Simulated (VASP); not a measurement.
The system is AlN (zincblende type).

```
Al N
1.0
     0.00000    2.15443    2.15443
     2.15443    0.00000    2.15443
     2.15443    2.15443    0.00000
Al N
1 1
Direct
  0.00000 0.00000 0.00000
  0.25000 0.25000 0.25000
```

| Item | Value |
| --- | --- |
| Program | VASP 6.6.1 |
| Task | relaxation of cell and atoms |
| Functional | PBE |
| Potentials or basis | VASP PAW PBE potentials, release 64 (Al, N) |
| Cutoff | 600 eV |
| k mesh | 17 × 17 × 17 |
| Occupations | fermi-dirac, width 0.08 eV |
| Spin | no spin polarisation |

At the start: pressure 13.8 GPa; volume 10.00 Å³/atom.

How do energy, volume and symmetry change on relaxing?

Over 3 steps the energy falls by 26.7 meV/atom and the volume is 10.66 Å³/atom (+6.6 %); space group F-43m (No. 216, to 0.05 Å).

The path:
```
step  energy change (eV)  largest force (eV/Å)  pressure (GPa)  volume (Å³)
   1              0.0000                0.0000           13.84        20.00
   2             -0.0098                0.0000          -10.21        22.61
   3             -0.0534                0.0000           -0.07        21.31
```

Final structure:
```xyz
2
Lattice="0.0000 2.2006 2.2006 2.2006 0.0000 2.2006 2.2006 2.2006 0.0000" Properties=species:S:1:pos:R:3 pbc="T T T"
Al    0.0000    0.0000    0.0000
N     1.1003    1.1003    1.1003
```
